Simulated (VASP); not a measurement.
Li2TaO3:

```xyz
6
Lattice="0.0000 2.2105 6.6335 2.1041 0.0000 6.6335 2.1041 2.2105 0.0000" Properties=species:S:1:pos:R:3 pbc="T T T"
Li    2.1041    2.2105    4.4339
Li    2.1041    2.2105    8.8330
Ta    0.0000    0.0000    0.0000
O     2.1041    2.2105    6.6335
O     2.1041    2.2105   11.1060
O     2.1041    2.2105    2.1610
```

```yaml
Program: VASP 6.6.1
Task: relaxation of cell and atoms
Functional: PBE
Potentials_or_basis: VASP PAW PBE potentials, release 64 (Li_sv, Ta_pv, O)
Cutoff: 600 eV
k_mesh: 6 × 6 × 6
Occupations: gaussian, width 0.1 eV
Spin: no spin polarisation
```

At the start: pressure -13.7 GPa; volume 10.28 Å³/atom.

How do energy, volume and symmetry change on relaxing?

Over 15 steps the energy falls by 241.4 meV/atom and the volume is 9.69 Å³/atom (-5.8 %); space group I4/mmm (No. 139, to 0.05 Å).

Step by step:
```tsv
step	energy change (eV)	largest force (eV/Å)	pressure (GPa)	volume (Å³)
1	0.0000	4.2525	-13.71	61.70
2	0.8511	11.5819	47.34	53.84
3	-1.1980	1.0607	2.52	57.67
4	-1.2040	1.0481	3.65	57.51
5	-1.2051	1.0403	4.50	57.40
6	-1.3159	0.7128	-0.15	59.13
7	-1.3368	0.5068	-2.76	60.36
8	-1.4010	0.3583	-3.37	59.66
9	-1.4245	0.5105	-3.44	58.99
10	-1.4448	0.2075	1.55	57.63
11	-1.4462	0.0568	0.48	57.90
12	-1.4475	0.0679	0.30	57.99
13	-1.4483	0.0893	-0.09	58.15
14	-1.4484	0.0859	-0.03	58.12
15	-1.4485	0.0253	-0.35	58.14
```

Final structure:
```xyz
6
Lattice="0.0000 2.1648 6.1839 2.1714 0.0000 6.1839 2.1714 2.1648 0.0000" Properties=species:S:1:pos:R:3 pbc="T T T"
Li    2.1714    2.1648    3.8959
Li    2.1714    2.1648    8.4718
Ta    0.0000    0.0000    0.0000
O     2.1714    2.1648    6.1839
O     2.1714    2.1648   10.4339
O     2.1714    2.1648    1.9339
```

Caveat: the cutoff is under 1.25 times the usual one of these potentials, so pressure, stress and relaxed cells hold a basis-set (Pulay) error; an odd number of electrons without spin polarisation forces a metal; a magnetic or distorted state may lie lower.
